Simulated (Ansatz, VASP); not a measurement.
# YF5 in VASP and in Ansatz

```
Y F
1.0
     4.37287    0.00000    0.00000
    -2.18643    3.78701    0.00000
     0.00000    0.00000    4.33730
Y F
1 5
Direct
  0.00000 0.00000 0.50000
  0.33333 0.66667 0.50000
  0.66667 0.33333 0.50000
  0.33333 0.66667 0.00000
  0.66667 0.33333 0.00000
  0.00000 0.00000 0.00000
```

Alike in both runs: functional PBE; k mesh 6 × 6 × 4; occupations gaussian, width 0.1 eV; collinear spin.

Ansatz relaxed the structure, and its values are those at the end. VASP's run is a single point on that final structure, the one shown.

|  | VASP | Ansatz |
| --- | --- | --- |
| version | VASP 6.6.1 | Ansatz 0.2.0 |
| potentials or method | VASP PAW PBE potentials, release 64 (Y_sv, F), cutoff 520 eV | scalar-relativistic, plane waves, PAW |
| valence electrons in the cell | 46 | 46 |

```tsv
	VASP	Ansatz	Ansatz less VASP
gap on the k mesh at the Fermi level (eV)	none	none	-
pressure (GPa)	-0.4	0.0	+0.37
net moment per atom (μB)	0.33	0.33	0.000
size of the moment on the site where the two differ most (μB)	0.65	0.70	+0.046
```

Site moments also hang on the region over which each program counts them. A gap of «none» marks a metal or a gap that the smearing closes.

The k mesh is coarse, so the values compare programs but aren't converged.
